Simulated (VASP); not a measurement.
# CsI (Pm-3m) in VASP: notebook

Runs on CsI. Level: LDA. Tasks: elastic constants.

Program: VASP 6.6.1. These are calculated values, not measurements. Logs are shortened: lines on timing, memory, paths and dates and some standing lists are left out, and cuts for length are marked.

**1. The cell of the first run**

It takes space group Pm-3m (No. 221, cubic). The conventional cell has a = 4.402 Å, b = 4.402 Å, c = 4.402 Å, α = 90.00°, β = 90.00°, γ = 90.00°. Within 5.0 Å of Cs (site symmetry m-3m) lie 8 I at 3.81 Å and 6 Cs at 4.40 Å. Within 5.0 Å of I (site symmetry m-3m) lie 8 Cs at 3.81 Å and 6 I at 4.40 Å.

**2. Elastic constants, LDA**

INCAR

```
ALGO = Normal
EDIFF = 1E-8
ENCUT = 500
GGA_COMPAT = F
IBRION = 6
ISIF = 3
ISMEAR = 0
LASPH = T
LCHARG = F
LREAL = F
LWAVE = F
NBANDS = 15
NELM = 120
NFREE = 2
NSW = 1
POTIM = 0.015
PREC = Accurate
SIGMA = 0.01
```

KPOINTS

```
k-points
0
Gamma
  6 6 6
```

POSCAR

```
CsI
1.0
    4.4016976451      0.0000000000      0.0000000000
    0.0000000000      4.4016976451      0.0000000000
    0.0000000000      0.0000000000      4.4016976451
Cs I
1 1
Direct
    0.0000000000      0.0000000000      0.0000000000
    0.5000000000      0.5000000000      0.5000000000
```

Potentials or basis: VASP PAW LDA potentials, release 64 (Cs_sv, I).

Launch:

```sh
> cat potpaw_LDA.64/Cs_sv/POTCAR potpaw_LDA.64/I/POTCAR > POTCAR
> mpirun -np 1 vasp_std > vasp.out
```

OUTCAR:

```text
EDIFF = 1E-8
   ENCUT = 500
   IBRION = 6
   ISIF = 3
   ISMEAR = 0
   LASPH = T
   LREAL = F
   NELM = 120
   NFREE = 2
   NSW = 1
   POTIM = 0.015
   PREC = Accurate

 ion  position               nearest neighbor table
   1  0.000  0.000  0.000-
   2  0.500  0.500  0.500-

  LATTYP: Found a simple cubic cell.
 ALAT       =     4.4016976451

  Lattice vectors:

 A1 = (   4.4016976451,   0.0000000000,   0.0000000000)
 A2 = (   0.0000000000,   4.4016976451,   0.0000000000)
 A3 = (   0.0000000000,   0.0000000000,   4.4016976451)

Analysis of symmetry for initial positions (statically):
=====================================================================
 Subroutine PRICEL returns:
 Original cell was already a primitive cell.

 Routine SETGRP: Setting up the symmetry group for a
 simple cubic supercell.

 Subroutine GETGRP returns: Found 48 space group operations
 (whereof 48 operations were pure point group operations)
 out of a pool of 48 trial point group operations.

The static configuration has the point symmetry O_h .

Analysis of symmetry for dynamics (positions and initial velocities):
=====================================================================
 Subroutine PRICEL returns:
 Original cell was already a primitive cell.

 Routine SETGRP: Setting up the symmetry group for a
 simple cubic supercell.

 Subroutine GETGRP returns: Found 48 space group operations
 (whereof 48 operations were pure point group operations)
 out of a pool of 48 trial point group operations.

The dynamic configuration has the point symmetry O_h .

 Subroutine INISYM returns: Found 48 space group operations
 (whereof 48 operations are pure point group operations),
 and found     1 'primitive' translations

----------------------------------------------------------------------------------------

                                     Primitive cell

  volume of cell :      85.2826

  direct lattice vectors                    reciprocal lattice vectors
     4.401697645  0.000000000  0.000000000     0.227185073  0.000000000  0.000000000
     0.000000000  4.401697645  0.000000000     0.000000000  0.227185073  0.000000000
     0.000000000  0.000000000  4.401697645     0.000000000  0.000000000  0.227185073

  length of vectors
     4.401697645  4.401697645  4.401697645     0.227185073  0.227185073  0.227185073

  position of ions in fractional coordinates (direct lattice)
     0.000000000  0.000000000  0.000000000
     0.500000000  0.500000000  0.500000000

  ion indices of the primitive-cell ions
   primitive index   ion index
                 1           1
                 2           2

----------------------------------------------------------------------------------------

 KPOINTS: k-points

Automatic generation of k-mesh.
 Grid dimensions read from file:
 generate k-points for:    6    6    6

 Generating k-lattice:

  Cartesian coordinates                     Fractional coordinates (reciprocal lattice)
     0.037864179  0.000000000  0.000000000     0.166666667  0.000000000  0.000000000
     0.000000000  0.037864179  0.000000000     0.000000000  0.166666667  0.000000000
     0.000000000  0.000000000  0.037864179     0.000000000  0.000000000  0.166666667

  Length of vectors
[... 98 lines left out ...]

  energy without entropy =       -6.18710869  energy(sigma->0) =       -6.18710869

------------------------ aborting loop because EDIFF is reached ----------------------------------------

  FORCE on cell =-STRESS in cart. coord.  units (eV):
  Direction    XX          YY          ZZ          XY          YZ          ZX
  --------------------------------------------------------------------------------------
  -------------------------------------------------------------------------------------
  Total        0.0389139      0.0389139      0.0389139      0.0000000      0.0000000      0.0000000
  in kB        0.7310622      0.7310622      0.7310622      0.0000000      0.0000000      0.0000000
  external PRESSURE =       0.7310622 kB  Pullay stress =       0.0000000 kB
[... 89 lines left out ...]
  FREE ENERGIE OF THE ION-ELECTRON SYSTEM (eV)
  ---------------------------------------------------
  free  energy   TOTEN  =        -6.1846630150 eV

  energy  without entropy=       -6.1846630150  energy(sigma->0) =       -6.18466302

[... ionic steps 4 to 14 ...]

--------------------------------------- Ionic step       15  -------------------------------------------

 number of electron      15.9999995 magnetization

------------------------ aborting loop because EDIFF is reached ----------------------------------------
[... 67 lines left out ...]
--------------------------------------- Ionic step       17  -------------------------------------------

 number of electron      15.9999995 magnetization

 Free energy of the ion-electron system (eV)
  ---------------------------------------------------
  ext. energy  EPLUGINS =         0.00000000
  ---------------------------------------------------
  free energy    TOTEN  =        -6.18698063 eV

  energy without entropy =       -6.18698063  energy(sigma->0) =       -6.18698063

 E-fermi :   1.4548     XC(G=0):  -8.5348

 val. band max:        1.3778633648   @ k =   0.0000   0.5000   0.5000
 cond. band min:       5.1479736776   @ k =   0.0000   0.0000   0.0000
 fundamental gap:      3.7701103128
 Fermi energy:         1.4547682956

 k-point     1 :       0.0000    0.0000    0.0000
  band No.  band energies     occupation
      1     -18.8554      2.00000
      2      -9.5255      2.00000
      3      -5.5366      2.00000
      4      -5.5366      2.00000
      5      -5.5366      2.00000
      6       1.3159      2.00000
      7       1.3161      2.00000
      8       1.3161      2.00000
      9       5.1480      0.00000
     10       5.1486      0.00000
     11       5.3227      0.00000
     12       9.2867      0.00000
     13       9.2871      0.00000
     14       9.2871      0.00000
[... 401 lines left out ...]
      2      -9.5286      2.00000
      3      -5.6818      2.00000
      4      -5.4985      2.00000
      5      -5.4878      2.00000
      6       0.5335      2.00000
      7       0.9975      2.00000
      8       1.2242      2.00000
      9       5.7162      0.00000
     10       6.2465      0.00000
     11       6.4073      0.00000
     12       8.5875      0.00000
     13       9.0361      0.00000
     14       9.9836      0.00000
     15      10.9127      0.00000

 [... further k-points ...]
[... 5 lines left out ...]
  --------------------------------------------------------------------------------------
  -------------------------------------------------------------------------------------
  Total        0.0398079      0.0401630      0.0401630      0.0000000      0.0000000     -0.0000000
  in kB        0.7478580      0.7545299      0.7545299      0.0000000      0.0000000     -0.0000000
  external PRESSURE =       0.7523059 kB  Pullay stress =       0.0000000 kB
[... 17 lines left out ...]
  FREE ENERGIE OF THE ION-ELECTRON SYSTEM (eV)
  ---------------------------------------------------
  free  energy   TOTEN  =        -6.1869806265 eV

  energy  without entropy=       -6.1869806265  energy(sigma->0) =       -6.18698063

 INTERNAL STRAIN TENSORS FROM STRAINED CELLS
 ============================================

 INTERNAL STRAIN TENSOR FOR ION    1 for displacements in x,y,z  (eV/Angst):
          X           Y           Z          XY          YZ          ZX
  --------------------------------------------------------------------------------
  x     0.00000     0.00000     0.00000     0.00000     0.00000     0.00000
  y     0.00000     0.00000     0.00000     0.00000     0.00000     0.00000
  z     0.00000     0.00000     0.00000     0.00000     0.00000     0.00000

 INTERNAL STRAIN TENSORS FROM DISPLACED ATOMS
 ============================================

 INTERNAL STRAIN TENSOR FOR ION    1 for displacements in x,y,z  (eV/Angst):
          X           Y           Z          XY          YZ          ZX
  --------------------------------------------------------------------------------
  x     0.00000     0.00000     0.00000     0.00000     0.00000     0.00000
  y     0.00000     0.00000     0.00000     0.00000     0.00000     0.00000
  z     0.00000     0.00000     0.00000     0.00000     0.00000     0.00000

 INTERNAL STRAIN TENSOR FOR ION    2 for displacements in x,y,z  (eV/Angst):
          X           Y           Z          XY          YZ          ZX
  --------------------------------------------------------------------------------
  x     0.00000     0.00000     0.00000     0.00000     0.00000     0.00000
  y     0.00000     0.00000     0.00000     0.00000     0.00000     0.00000
  z     0.00000     0.00000     0.00000     0.00000     0.00000     0.00000

 Eigenvectors and eigenvalues of the dynamical matrix
 ----------------------------------------------------

   1 f  =    2.071387 THz    13.014910 2PiTHz   69.094044 cm-1     8.566566 meV
             X         Y         Z           dx          dy          dz
      0.000000  0.000000  0.000000     0.697741   -0.000000   -0.000000
      2.200849  2.200849  2.200849    -0.716350    0.000000    0.000000
[... 21 lines left out ...]
   6 f/i=    0.003353 THz     0.021067 2PiTHz    0.111844 cm-1     0.013867 meV
             X         Y         Z           dx          dy          dz
      0.000000  0.000000  0.000000    -0.000000   -0.000000   -0.716350
      2.200849  2.200849  2.200849     0.000000    0.000000   -0.697741

--------------------------------------------------------------------------------------------------------

 ELASTIC MODULI CONTR FROM IONIC RELAXATION (kBar)
 Direction    XX          YY          ZZ          XY          YZ          ZX
 --------------------------------------------------------------------------------
 XX           0.0000      0.0000      0.0000      0.0000      0.0000      0.0000
 YY           0.0000      0.0000      0.0000      0.0000      0.0000      0.0000
 ZZ           0.0000      0.0000      0.0000      0.0000      0.0000      0.0000
 XY           0.0000      0.0000      0.0000      0.0000      0.0000      0.0000
 YZ           0.0000      0.0000      0.0000      0.0000      0.0000      0.0000
 ZX           0.0000      0.0000      0.0000      0.0000      0.0000      0.0000
 --------------------------------------------------------------------------------

 TOTAL ELASTIC MODULI (kBar)
 Direction    XX          YY          ZZ          XY          YZ          ZX
 --------------------------------------------------------------------------------
 XX         301.0551    109.9376    109.9376      0.0000      0.0000     -0.0000
 YY         109.9376    301.0551    109.9376      0.0000     -0.0000     -0.0000
 ZZ         109.9376    109.9376    301.0551      0.0000      0.0000      0.0000
 XY           0.0000      0.0000      0.0000    108.2632      0.0000      0.0000
 YZ           0.0000     -0.0000      0.0000      0.0000    108.2632      0.0000
 ZX          -0.0000     -0.0000      0.0000      0.0000      0.0000    108.2632
 --------------------------------------------------------------------------------
```

Run time: 13 min. Hardware: 1 thread of Oxide Virtual Turin-like, shared host; peak memory 0.25 GiB.

Results:

| Item | Value |
| --- | --- |
| Elastic constants C11, C12, C44 | 30, 11, 11 GPa |
| Voigt bulk modulus | 17 GPa |
| Highest phonon frequency at Γ, LO-TO splitting left out | 69 cm⁻¹ |

Phonon frequencies in cm⁻¹ (negative: imaginary):
```tsv
q point	frequencies
(0.000, 0.000, 0.000)	0 0 0 69 69 69
```

Elastic tensor in Voigt notation (GPa, in the Cartesian axes of the cell as first typed):
```
30 11 11  0  0  0
11 30 11  0  0  0
11 11 30  0  0  0
 0  0  0 11  0  0
 0  0  0  0 11  0
 0  0  0  0  0 11
```

Clamped-ion elastic tensor (GPa):
```
30 11 11  0  0  0
11 30 11  0  0  0
11 11 30  0  0  0
 0  0  0 11  0  0
 0  0  0  0 11  0
 0  0  0  0  0 11
```

Caveat: spin-orbit coupling is left out, which moves the levels of the heavy elements.

**3. Elastic constants, LDA**

INCAR

```
PREC     = Accurate       # precision mode
ENCUT    = 500            # plane-wave cutoff, eV
EDIFF    = 1E-8           # SCF threshold, eV
ISMEAR   = 0              # smearing method
SIGMA    = 0.01           # smearing width, eV
LREAL    = False          # projectors in reciprocal space
LASPH    = True           # aspherical terms in the spheres
NELM     = 120            # most SCF steps
ALGO     = Normal         # electronic algorithm
ISIF     = 3              # what is computed and relaxed
LWAVE    = False          # write WAVECAR
LCHARG   = False          # write CHGCAR
GGA      = CA             # functional
NBANDS   = 15             # bands
IBRION   = 6              # ionic algorithm
NFREE    = 2            
POTIM    = 0.015          # step
NSW      = 1              # ionic steps
GGA_COMPAT= False
```

KPOINTS

```
regular mesh
0
Gamma
  6 6 6
```

POSCAR is that of step 2.

Potentials or basis: VASP PAW LDA potentials, release 64 (Cs_sv, I).

Launch:

```sh
> cat potpaw_LDA.64/Cs_sv/POTCAR potpaw_LDA.64/I/POTCAR > POTCAR
> mpirun -np 1 vasp_std > vasp.out
```

OUTCAR:

```text
PREC = Accurate
   ENCUT = 500
   EDIFF = 1E-8
   ISMEAR = 0
   LREAL = False
   LASPH = True
   NELM = 120
   ISIF = 3
   GGA = CA
   IBRION = 6
   NFREE = 2
   POTIM = 0.015
   NSW = 1

 ion  position               nearest neighbor table
   1  0.000  0.000  0.000-
   2  0.500  0.500  0.500-

  LATTYP: Found a simple cubic cell.
[... 874 lines left out ...]
             X         Y         Z           dx          dy          dz
      0.000000  0.000000  0.000000     0.697741   -0.000000   -0.000000
      2.200849  2.200849  2.200849    -0.716350    0.000000    0.000000
[... 21 lines left out ...]
   6 f/i=    0.003353 THz     0.021067 2PiTHz    0.111844 cm-1     0.013867 meV
             X         Y         Z           dx          dy          dz
      0.000000  0.000000  0.000000    -0.000000   -0.000000   -0.716350
      2.200849  2.200849  2.200849     0.000000    0.000000   -0.697741

--------------------------------------------------------------------------------------------------------

 ELASTIC MODULI CONTR FROM IONIC RELAXATION (kBar)
 Direction    XX          YY          ZZ          XY          YZ          ZX
 --------------------------------------------------------------------------------
 XX           0.0000      0.0000      0.0000      0.0000      0.0000      0.0000
 YY           0.0000      0.0000      0.0000      0.0000      0.0000      0.0000
 ZZ           0.0000      0.0000      0.0000      0.0000      0.0000      0.0000
 XY           0.0000      0.0000      0.0000      0.0000      0.0000      0.0000
 YZ           0.0000      0.0000      0.0000      0.0000      0.0000      0.0000
 ZX           0.0000      0.0000      0.0000      0.0000      0.0000      0.0000
 --------------------------------------------------------------------------------

 TOTAL ELASTIC MODULI (kBar)
 Direction    XX          YY          ZZ          XY          YZ          ZX
 --------------------------------------------------------------------------------
 XX         301.0551    109.9376    109.9376      0.0000      0.0000     -0.0000
 YY         109.9376    301.0551    109.9376      0.0000     -0.0000     -0.0000
 ZZ         109.9376    109.9376    301.0551      0.0000      0.0000      0.0000
 XY           0.0000      0.0000      0.0000    108.2632      0.0000      0.0000
 YZ           0.0000     -0.0000      0.0000      0.0000    108.2632      0.0000
 ZX          -0.0000     -0.0000      0.0000      0.0000      0.0000    108.2632
 --------------------------------------------------------------------------------
```

OSZICAR:

```text
N       E                     dE             d eps       ncg     rms          rms(c)
DAV:   1     0.791326390999E+02    0.79133E+02   -0.60716E+03   600   0.866E+02
DAV:   2    -0.334473725757E-01   -0.79166E+02   -0.72022E+02   903   0.138E+02
DAV:   3    -0.623833874263E+01   -0.62049E+01   -0.61734E+01   761   0.424E+01
DAV:   4    -0.631728656468E+01   -0.78948E-01   -0.78933E-01   767   0.589E+00
[... 204 lines left out ...]
DAV:   4    -0.618697997423E+01    0.13121E-04   -0.43760E-05  1571   0.342E-02    0.959E-03
DAV:   5    -0.618698075814E+01   -0.78391E-06   -0.77250E-06  1375   0.109E-02    0.420E-03
DAV:   6    -0.618698061976E+01    0.13838E-06   -0.42473E-07  1585   0.371E-03    0.208E-03
DAV:   7    -0.618698062493E+01   -0.51676E-08   -0.14315E-07  1424   0.175E-03    0.684E-04
DAV:   8    -0.618698062645E+01   -0.15234E-08   -0.65290E-09  1249   0.387E-04
  17 F= -.61869806E+01 E0= -.61869806E+01  d E =-.147373E-29
```

stdout:

```text
POSCAR found type information on POSCAR CsI
 POSCAR found :  2 types and       2 ions
 scaLAPACK will be used
 LDA part: xc-table for (Slater(with rela. corr.)+CA(PZ))
 , standard interpolation
 POSCAR, INCAR and KPOINTS ok, starting setup
 FFT: planning ... GRIDC
 FFT: planning ... GRID_SOFT
 FFT: planning ... GRID
 WAVECAR not read
 entering main loop
 Found     2 degrees of freedom:
 Adding 6 more for cell shape distortion
 Finite differences POTIM= 0.01500 DOF=   8
 bond charge predicted
 Finite differences progress:
 bond charge predicted
 Finite differences progress:
 bond charge predicted
 Finite differences progress:
 bond charge predicted
 Finite differences progress:
 bond charge predicted
 Finite differences progress:
 bond charge predicted
 Finite differences progress:
 bond charge predicted
 Finite differences progress:
 bond charge predicted
 Finite differences progress:
 bond charge predicted
 Finite differences progress:
 bond charge predicted
 Finite differences progress:
 bond charge predicted
 Finite differences progress:
 bond charge predicted
 Finite differences progress:
 bond charge predicted
 Finite differences progress:
 bond charge predicted
 Finite differences progress:
 bond charge predicted
 Finite differences progress:
 bond charge predicted
 Finite differences progress:
```

Run time: 14 min. Hardware: 1 thread of Oxide Virtual Turin-like, shared host; peak memory 0.24 GiB.

Results:

```
Elastic constants C11, C12, C44                         : 30, 11, 11 GPa
Voigt bulk modulus                                      : 17 GPa
Highest phonon frequency at Γ, LO-TO splitting left out : 69 cm⁻¹
```

Phonon frequencies in cm⁻¹ (negative: imaginary):
| q point | frequencies |
| --- | --- |
| (0.000, 0.000, 0.000) | 0 0 0 69 69 69 |

Elastic tensor in Voigt notation (GPa, in the Cartesian axes of the cell as first typed):
```
30 11 11  0  0  0
11 30 11  0  0  0
11 11 30  0  0  0
 0  0  0 11  0  0
 0  0  0  0 11  0
 0  0  0  0  0 11
```

Clamped-ion elastic tensor (GPa):
```
30 11 11  0  0  0
11 30 11  0  0  0
11 11 30  0  0  0
 0  0  0 11  0  0
 0  0  0  0 11  0
 0  0  0  0  0 11
```

Caveat: spin-orbit coupling is left out, which moves the levels of the heavy elements.
